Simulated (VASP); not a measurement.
## Li2Se: single point with LDA

Crystal: Li2Se.

```
Li Se
1.0
     0.00000    2.99346    2.99346
     2.99346    0.00000    2.99346
     2.99346    2.99346    0.00000
Li Se
2 1
Direct
  0.25000 0.25000 0.25000
  0.75000 0.75000 0.75000
  0.00000 0.00000 0.00000
```

* Program: VASP 6.6.1
* Task: single point
* Functional: LDA
* Potentials or basis: VASP PAW LDA potentials, release 64 (Li_sv, Se)
* Cutoff: 750 eV
* k mesh: 4 × 4 × 4
* Occupations: gaussian, width 0.01 eV
* Spin: no spin polarisation

```yaml
Pressure: -2.3 GPa
Band_gap_on_the_k_mesh: 2.79 eV, indirect (least direct gap 3.24 eV)
```

Levels at points of the mesh, in eV from the valence-band top:
```
           k point  band 4  band 5  band 6  band 7  band 8  band 9
(0.00, 0.00, 0.00)    0.00    0.00    0.00    3.24    5.47    5.47
(0.50, 0.00, 0.00)   -2.97   -0.54   -0.54    5.00    5.82    5.82
(0.50, 0.50, 0.00)   -2.31   -1.49   -1.49    2.79    6.12   10.16
```

Wall time 12 s on 1 thread of AMD EPYC 7R43 64-Core Processor (Zen 3) (shared host), peak memory 0.15 GiB.

Caveat: the k points lie up to 0.45 Å⁻¹ apart. LDA gaps usually lie below the measured ones, often by a third to a half.
